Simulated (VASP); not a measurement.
# CsBr (Pm-3m) in VASP: further runs

Runs on CsBr. Level: PBE. Tasks: electric field gradients.

All numbers are computed with VASP 6.6.1; they aren't measurements. Logs are shortened: lines on timing, memory, paths and dates and some standing lists are left out, and cuts for length are marked.

### Step 1. The cell of the first run

The structure is cubic, space group Pm-3m (No. 221). The conventional cell has a = 4.250 Å, b = 4.250 Å, c = 4.250 Å, α = 90.00°, β = 90.00°, γ = 90.00°. Cs (site symmetry m-3m) has 8 Br at 3.68 Å and 6 Cs at 4.25 Å within 4.8 Å. Br (site symmetry m-3m) has 8 Cs at 3.68 Å and 6 Br at 4.25 Å within 4.8 Å.

### Step 2. Electric field gradients, PBE (volume scaled by 0.975)

The input, INCAR:

```
SYSTEM = CsBr
PREC = Accurate
ENCUT = 400
EDIFF = 1E-8
ISMEAR = -1
SIGMA = 0.03
LREAL = .FALSE.
LASPH = .TRUE.
NELM = 120
ALGO = Normal
ISIF = 2
LWAVE = .FALSE.
LCHARG = .FALSE.
GGA = PE
LEFG = .TRUE.
NBANDS = 15
GGA_COMPAT = .FALSE.
```

The input, KPOINTS:

```
regular mesh
0
G
  6 6 6
  0 0 0
```

The input, POSCAR:

```
CsBr
1.0
    4.2499814904      0.0000000000      0.0000000000
    0.0000000000      4.2499814904      0.0000000000
    0.0000000000      0.0000000000      4.2499814904
Cs Br
1 1
Direct
    0.0000000000      0.0000000000      0.0000000000
    0.5000000000      0.5000000000      0.5000000000
```

Potentials or basis: VASP PAW PBE potentials, release 64 (Cs_sv, Br).

Run with:

```bash
cat potpaw_PBE.64/Cs_sv/POTCAR potpaw_PBE.64/Br/POTCAR > POTCAR
mpirun -np 1 vasp_std > vasp.out
```

OUTCAR:

```text
SYSTEM = CsBr
   PREC = Accurate
   ENCUT = 400
   EDIFF = 1E-8
   ISMEAR = -1
   LREAL = .FALSE.
   LASPH = .TRUE.
   NELM = 120
   ISIF = 2
   GGA = PE

 ion  position               nearest neighbor table
   1  0.000  0.000  0.000-
   2  0.500  0.500  0.500-

  LATTYP: Found a simple cubic cell.
 ALAT       =     4.2499814904

  Lattice vectors:

 A1 = (   4.2499814904,   0.0000000000,   0.0000000000)
 A2 = (   0.0000000000,   4.2499814904,   0.0000000000)
 A3 = (   0.0000000000,   0.0000000000,   4.2499814904)

Analysis of symmetry for initial positions (statically):
=====================================================================
 Subroutine PRICEL returns:
 Original cell was already a primitive cell.

 Routine SETGRP: Setting up the symmetry group for a
 simple cubic supercell.

 Subroutine GETGRP returns: Found 48 space group operations
 (whereof 48 operations were pure point group operations)
 out of a pool of 48 trial point group operations.

The static configuration has the point symmetry O_h .

Analysis of symmetry for dynamics (positions and initial velocities):
=====================================================================
 Subroutine PRICEL returns:
 Original cell was already a primitive cell.

 Routine SETGRP: Setting up the symmetry group for a
 simple cubic supercell.

 Subroutine GETGRP returns: Found 48 space group operations
 (whereof 48 operations were pure point group operations)
 out of a pool of 48 trial point group operations.

The dynamic configuration has the point symmetry O_h .

 Subroutine INISYM returns: Found 48 space group operations
 (whereof 48 operations are pure point group operations),
 and found     1 'primitive' translations

----------------------------------------------------------------------------------------

                                     Primitive cell

  volume of cell :      76.7646

  direct lattice vectors                    reciprocal lattice vectors
     4.249981490  0.000000000  0.000000000     0.235295142  0.000000000  0.000000000
     0.000000000  4.249981490  0.000000000     0.000000000  0.235295142  0.000000000
     0.000000000  0.000000000  4.249981490     0.000000000  0.000000000  0.235295142

  length of vectors
     4.249981490  4.249981490  4.249981490     0.235295142  0.235295142  0.235295142

  position of ions in fractional coordinates (direct lattice)
     0.000000000  0.000000000  0.000000000
     0.500000000  0.500000000  0.500000000

  ion indices of the primitive-cell ions
   primitive index   ion index
                 1           1
                 2           2

----------------------------------------------------------------------------------------

 KPOINTS: regular mesh

Automatic generation of k-mesh.
 Grid dimensions read from file:
 generate k-points for:    6    6    6

 Generating k-lattice:

  Cartesian coordinates                     Fractional coordinates (reciprocal lattice)
     0.039215857  0.000000000  0.000000000     0.166666667  0.000000000  0.000000000
     0.000000000  0.039215857  0.000000000     0.000000000  0.166666667  0.000000000
     0.000000000  0.000000000  0.039215857     0.000000000  0.000000000  0.166666667

  Length of vectors
     0.039215857  0.039215857  0.039215857

  Shift w.r.t. Gamma in fractional coordinates (k-lattice)
     0.000000000  0.000000000  0.000000000

 Subroutine IBZKPT returns following result:
 ===========================================

 Found     20 irreducible k-points:

 Following reciprocal coordinates:
            Coordinates               Weight
  0.000000  0.000000  0.000000      1.000000
  0.166667  0.000000  0.000000      6.000000
  0.333333  0.000000  0.000000      6.000000
  0.500000  0.000000  0.000000      3.000000
  0.166667  0.166667  0.000000     12.000000
  0.333333  0.166667  0.000000     24.000000
[... 12 lines left out ...]
  0.500000  0.500000  0.333333      6.000000
  0.500000  0.500000  0.500000      1.000000
   k-points           NKPTS =     20   k-points in BZ     NKDIM =     20   number of bands    NBANDS=     15
   number of dos      NEDOS =    301   number of ions     NIONS =      2
   total plane-waves  NPLWV =  21952
   dimension x,y,z NGX =    28 NGY =   28 NGZ =   28
   dimension x,y,z NGXF=    56 NGYF=   56 NGZF=   56
   ions per type =               1   1
   NGX,Y,Z   is equivalent  to a cutoff of  10.95, 10.95, 10.95 a.u.
   NGXF,Y,Z  is equivalent  to a cutoff of  21.91, 21.91, 21.91 a.u.
 SYSTEM =  CsBr
   PREC   = accura    normal or accurate (medium, high low for compatibility)
   ISTART =      0    job   : 0-new  1-cont  2-samecut
   ICHARG =      2    charge: 1-file 2-atom 10-const
   ISPIN  =      1    spin polarized calculation?
   LNONCOLLINEAR =      F non collinear calculations
   LSORBIT =      F    spin-orbit coupling
   LASPH  =      T    aspherical Exc in radial PAW
   ENCUT  =  400.0 eV  29.40 Ry    5.42 a.u.   6.93  6.93  6.93*2*pi/ulx,y,z
   NELM   =    120;   NELMIN=  2; NELMDL= -5     # of ELM steps
   EDIFF  = 0.1E-07   stopping-criterion for ELM
   LREAL  =      F    real-space projection
   EDIFFG = 0.1E-06   stopping-criterion for IOM
   NSW    =      0    number of steps for IOM
   IBRION =     -1    ionic relax: 0-MD 1-quasi-New 2-CG
   NFREE  =      0    steps in history (QN), initial steepest desc. (CG)
   ISIF   =      2    stress and relaxation
   ISYM   =      2    0-nonsym 1-usesym 2-fastsym
   POTIM  = 0.5000    time-step for ionic-motion
   TEBEG  =    0.0;   TEEND  =   0.0 temperature during run
   PSTRESS=    0.0 pullay stress
   NELECT =      16.0000    total number of electrons
   NUPDOWN=      -1.0000    fix difference up-down
   EMIN   =  10.00;   EMAX   =-10.00  energy-range for DOS
   EFERMI =   0.00;   METHOD = LEGACY
   ISMEAR =    -1;   SIGMA  =   0.03  broadening in eV -4-tet -1-fermi 0-gaus
   EFERMI_NEDOS =   21; number of points for ismear=-14 and -15
   IALGO  =     38    algorithm
   IMIX   =      4    mixing-type and parameters
     AMIX     =   0.40;   BMIX     =  1.00
     AMIX_MAG =   1.60;   BMIX_MAG =  1.00
  volume/ion in A,a.u.               =      38.38       259.02
  Fermi-wavevector in a.u.,A,eV,Ry     =   0.970647  1.834256 12.818794  0.942155
  Thomas-Fermi vector in A             =   2.100799
   LORBIT       =      0    0 simple, 1 ext, 2 COOP (PROOUT), +10 PAW based schemes
   GGA     = PE    functional components
   LHFCALC =     F    Hartree Fock is set to
   AEXX    =    0.0000 exact exchange contribution
   IVDW    =     0    specifies the selected vdW correction
   LEPSILON=     F    determine dielectric tensor
   LRPA    =     F    only Hartree local field effects (RPA)
 non-spin polarized calculation
  energy-cutoff  :      400.00
  volume of cell :       76.76
 maximum number of plane-waves:      1412
 NGX is ok and might be reduce to    28
   NGX = 13   NGY = 13   NGZ = 13

 number of electron      15.9999999 magnetization

 Free energy of the ion-electron system (eV)
  ---------------------------------------------------
  ext. energy  EPLUGINS =         0.00000000
  ---------------------------------------------------
  free energy    TOTEN  =        -5.98760221 eV

  energy without entropy =       -5.98760221  energy(sigma->0) =       -5.98760221

 E-fermi :   0.4626     XC(G=0):  -8.1882

 val. band max:       -0.1630711352   @ k =   0.0000   0.0000   0.0000
 cond. band min:       4.4502431936   @ k =   0.0000   0.0000   0.0000
 fundamental gap:      4.6133143288
 Fermi energy:         0.4625710165

 k-point     1 :       0.0000    0.0000    0.0000
  band No.  band energies     occupation
      1     -19.9108      2.00000
      2     -12.5700      2.00000
      3      -6.4939      2.00000
      4      -6.4939      2.00000
      5      -6.4939      2.00000
      6      -0.1631      2.00000
      7      -0.1631      2.00000
      8      -0.1631      2.00000
      9       4.4502      0.00000
     10       4.7166      0.00000
     11       4.7166      0.00000
     12       9.0353      0.00000
     13       9.0353      0.00000
     14       9.0353      0.00000
     15      12.0193      0.00000
[... 325 lines left out ...]
 k-point    20 :       0.5000    0.5000    0.5000
  band No.  band energies     occupation
      1     -19.7515      2.00000
      2     -12.3785      2.00000
      3      -6.9239      2.00000
      4      -6.9239      2.00000
      5      -6.9239      2.00000
      6      -1.4128      2.00000
      7      -1.4128      2.00000
      8      -1.4128      2.00000
      9       8.2802      0.00000
     10       8.2802      0.00000
     11       8.2802      0.00000
     12       9.1402      0.00000
     13       9.1402      0.00000
     14       9.1402      0.00000
     15      11.3492      0.00000

------------------------ aborting loop because EDIFF is reached ----------------------------------------

  FORCE on cell =-STRESS in cart. coord.  units (eV):
  Direction    XX          YY          ZZ          XY          YZ          ZX
  --------------------------------------------------------------------------------------
  -------------------------------------------------------------------------------------
  Total        0.7417525      0.7417525      0.7417525      0.0000000      0.0000000      0.0000000
  in kB       15.4813379     15.4813379     15.4813379      0.0000000      0.0000000      0.0000000
  external PRESSURE =      15.4813379 kB  Pullay stress =       0.0000000 kB

 VOLUME and BASIS-vectors are now :
 -----------------------------------------------------------------------------
  energy-cutoff  :      400.00
  volume of cell :       76.76
      direct lattice vectors                 reciprocal lattice vectors
     4.249981490  0.000000000  0.000000000     0.235295142  0.000000000  0.000000000
     0.000000000  4.249981490  0.000000000     0.000000000  0.235295142  0.000000000
     0.000000000  0.000000000  4.249981490     0.000000000  0.000000000  0.235295142

 POSITION                                       TOTAL-FORCE (eV/Angst)
 -----------------------------------------------------------------------------------
      0.00000      0.00000      0.00000         0.000000      0.000000      0.000000
      2.12499      2.12499      2.12499         0.000000      0.000000      0.000000
 -----------------------------------------------------------------------------------
    total drift:                                0.000000      0.000000      0.000000

  FREE ENERGIE OF THE ION-ELECTRON SYSTEM (eV)
  ---------------------------------------------------
  free  energy   TOTEN  =        -5.9876022086 eV

  energy  without entropy=       -5.9876022086  energy(sigma->0) =       -5.98760221

 Electric field gradients (V/A^2)
---------------------------------------------------------------------
 ion       V_xx      V_yy      V_zz      V_xy      V_xz      V_yz
---------------------------------------------------------------------
   1       0.000     0.000     0.000    -0.000     0.000     0.000
   2       0.000     0.000    -0.000     0.000     0.000     0.000
---------------------------------------------------------------------

 Electric field gradients after diagonalization (V/A^2)
 (convention: |V_zz| > |V_xx| > |V_yy|)
----------------------------------------------------------------------
 ion       V_xx      V_yy      V_zz     asymmetry (V_yy - V_xx)/ V_zz
----------------------------------------------------------------------
   1       0.000     0.000     0.000      -0.085
   2       0.000     0.000    -0.000       0.128
----------------------------------------------------------------------

           NMR quadrupolar parameters

 Cq : quadrupolar parameter    Cq=e*Q*V_zz/h
 eta: asymmetry parameters     (V_yy - V_xx)/ V_zz
 Q  : nuclear electric quadrupole moment in mb (millibarn)
----------------------------------------------------------------------
 ion       Cq(MHz)       eta       Q (mb)
----------------------------------------------------------------------
   1       0.000      -0.085       1.000
   2      -0.000       0.128       1.000
----------------------------------------------------------------------
```

It took 13 s on 1 thread of Intel Xeon 6975P-C (Granite Rapids), shared host; peak memory 0.15 GiB.

What came out:

- Free energy: -5.9876 eV
- Pressure: 1.5 GPa
- Band gap on the k mesh: 4.61 eV, direct

Levels at points of the mesh, in eV from the valence-band top:
```csv
k point,band 6,band 7,band 8,band 9,band 10,band 11
"(0.00, 0.00, 0.00)",0.00,0.00,0.00,4.61,4.88,4.88
"(0.50, 0.00, 0.00)",-1.39,-0.24,-0.24,5.92,7.43,7.91
"(0.50, 0.50, 0.00)",-0.59,-0.59,-0.01,5.28,5.52,7.25
"(0.50, 0.50, 0.50)",-1.25,-1.25,-1.25,8.44,8.44,8.44
```

Caveat: without QUAD_EFG the Cq values of the log hold for a quadrupole moment of 1 mb, not for the nuclei; spin-orbit coupling is left out, which moves the levels of the heavy elements.

(Part 1 of 3 ends here.)
